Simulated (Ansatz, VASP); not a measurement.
## CaO in VASP and in Ansatz

```
Ca O
1.0
     3.58240    0.00000    0.00000
    -1.79120    3.10245    0.00000
     0.00000    0.00000    5.83931
Ca O
2 2
Cartesian
  0.0000 2.0683 0.0000
  1.7912 1.0341 2.9197
  0.0000 2.0683 2.1956
  1.7912 1.0341 5.1152
```

Alike in both runs: task relaxation of cell and atoms; functional PBE; k mesh 12 × 12 × 6; occupations fermi-dirac, width 0.05 eV; no spin polarisation.

|  | VASP | Ansatz |
| --- | --- | --- |
| version | VASP 6.6.1 | Ansatz 0.2.0 |
| potentials or method | VASP PAW PBE potentials, release 64 (Ca_sv, O) | PAW with Ansatz's default frozen-core files, scalar-relativistic |
| plane-wave cutoff (eV) | 600 | 420 |
| valence electrons in the cell | 32 | 32 |

|  | VASP | Ansatz | Ansatz less VASP |
| --- | --- | --- | --- |
| relaxed volume (Å³/atom) | 16.77 | 16.69 | -0.083 |
| relaxed cell length with the largest relative difference (Å) | 4.816 | 4.808 | -0.0081 |
